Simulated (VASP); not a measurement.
Set up this calculation in VASP 6.6.1, as the native input.

```yaml
Task: relaxation of cell and atoms
Functional: PBE
Potentials_or_basis: VASP PAW PBE potentials, release 64 (Sn_d, Ru_pv)
Cutoff: 600 eV
k_mesh: 10 × 10 × 10
Occupations: gaussian, width 0.1 eV
Spin: no spin polarisation
Dipole_correction: no
Further_INCAR_settings: ALGO = Fast; EDIFF = 1e-06; IBRION = 2; EDIFFG = -0.01; NSW = 100; ISIF = 3
```

The structure of Sn3Ru lies in POSCAR:

```
Sn3Ru
1.0
    4.4493962146      0.0000000000      0.0000000000
    0.0000000000      4.4493962146      0.0000000000
    0.0000000000      0.0000000000      4.4493962146
Sn Ru
3 1
Direct
    0.0000000000      0.5000000000      0.5000000000
    0.5000000000      0.0000000000      0.5000000000
    0.5000000000      0.5000000000      0.0000000000
    0.0000000000      0.0000000000      0.0000000000
```

These files were run (other wordings do the same):

INCAR

```
ALGO = Fast
EDIFF = 1E-6
EDIFFG = -0.01
ENCUT = 600
GGA = PE
IBRION = 2
ISIF = 3
ISMEAR = 0
LASPH = T
LCHARG = F
LREAL = F
LWAVE = F
NELM = 100
NSW = 100
PREC = Accurate
SIGMA = 0.1
```

KPOINTS

```
k-points
0
Gamma
  10 10 10
```

Potentials or basis: VASP PAW PBE potentials, release 64 (Sn_d, Ru_pv).

The run is started by

```sh
$ cat potpaw_PBE.64/Sn_d/POTCAR potpaw_PBE.64/Ru_pv/POTCAR > POTCAR
$ mpirun -np 1 vasp_std > vasp.out
```

Results of the run:

The relaxed volume is 21.90 Å³/atom. The relaxed cell is a = 4.441 Å, b = 4.441 Å, c = 4.441 Å, α = 90.00°, β = 90.00°, γ = 90.00° and the space group after relaxing (to 0.05 Å) is Pm-3m (No. 221). The energy gained by relaxing is 0.2 meV/atom and the ionic steps are 3. The pressure after relaxing is 0.0 GPa and the band gap on the k mesh is zero (band 28 reaches 9.88 eV, above the bottom of band 29 at 9.43 eV).

Caveat: spin-orbit coupling is left out, which moves the levels of the heavy elements.

It took 2.2 min on 1 thread of Intel(R) Xeon(R) 6975P-C (Granite Rapids), on a shared host, peak memory 0.33 GiB.
